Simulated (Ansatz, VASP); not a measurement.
# GaP: VASP beside Ansatz

```
CELL_PARAMETERS angstrom
-1.72990 1.72990 3.07911
1.72990 -1.72990 3.07911
1.72990 1.72990 -3.07911
ATOMIC_POSITIONS crystal
Ga 0.73816 0.73816 0.00000
P 0.12784 0.12784 0.00000
```

Alike in both runs: functional PBE; k mesh 22 × 22 × 22; occupations gaussian, width 0.1 eV; no spin polarisation.

Ansatz relaxed the structure, and its values are those at the end. VASP's run is a single point on that final structure, the one shown.

|  | VASP | Ansatz |
| --- | --- | --- |
| version | VASP 6.6.1 | Ansatz 0.2.0 |
| potentials or method | VASP PAW PBE potentials, release 64 (Ga_d, P), cutoff 520 eV | scalar-relativistic, plane waves, PAW |
| valence electrons in the cell | 18 | 18 |

|  | VASP | Ansatz | Ansatz less VASP |
| --- | --- | --- | --- |
| gap on the k mesh at the Fermi level (eV) | none | none | - |
| pressure (GPa) | 0.0 | 0.0 | -0.03 |

A gap of «none» marks a metal or a gap that the smearing closes.
